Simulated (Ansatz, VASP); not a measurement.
## Os: VASP beside Ansatz

INCAR

```
PREC = Accurate
ENCUT = 520
EDIFF = 1E-8
ISMEAR = -1
SIGMA = 0.03
LREAL = F
LASPH = T
NELM = 60
ALGO = Normal
ISIF = 2
LWAVE = F
LCHARG = F
GGA = PS
LEFG = T
NBANDS = 10
```

The input KPOINTS:

```
regular mesh
0
Gamma
  14 14 14
```

File POSCAR:

```
Os
1.0
    0.0000000000      1.9052949814      1.9052949814
    1.9052949814      0.0000000000      1.9052949814
    1.9052949814      1.9052949814      0.0000000000
Os
1
Direct
    0.0000000000      0.0000000000      0.0000000000
```

Input for Ansatz:

```yaml
crystal:
  lattice:
    - [0.0, 1.9052949814, 1.9052949814]
    - [1.9052949814, 0.0, 1.9052949814]
    - [1.9052949814, 1.9052949814, 0.0]
  atoms:
    - { symbol: Os, position: [0.0, 0.0, 0.0] }
kpoints:
  mp_grid: { grid: [14, 14, 14] }
scf:
  occupations: { method: fermi_dirac, width: 0.03 }
hamiltonian:
  xc: pbesol
  pseudopotentials: { kind: all_electron, datasets: crystal }
output:
  forces: true
  stress: true
  eigenvalues: true
  efg: { contact_densities: true }
```

Change from the starting cell: volume scaled by 0.94, crystal datasets.

Alike in both runs: task electric field gradients; functional PBEsol; k mesh 14 × 14 × 14; occupations fermi-dirac, width 0.03 eV; no spin polarisation.

|  | VASP | Ansatz |
| --- | --- | --- |
| version | VASP 6.6.1 | Ansatz 0.2.0 |
| potentials or method | VASP PAW PBE potentials, release 64 (Os), cutoff 520 eV | all-electron PAW with datasets made for the crystal, scalar-relativistic |

|  | VASP | Ansatz | Ansatz less VASP |
| --- | --- | --- | --- |
| pressure (GPa) | 4.3 | 3.7 | -0.63 |

VASP's potentials were made for PBE, not for PBEsol. Ansatz ran all-electron here, and VASP with PAW potentials.

Neither program's run includes spin-orbit coupling.
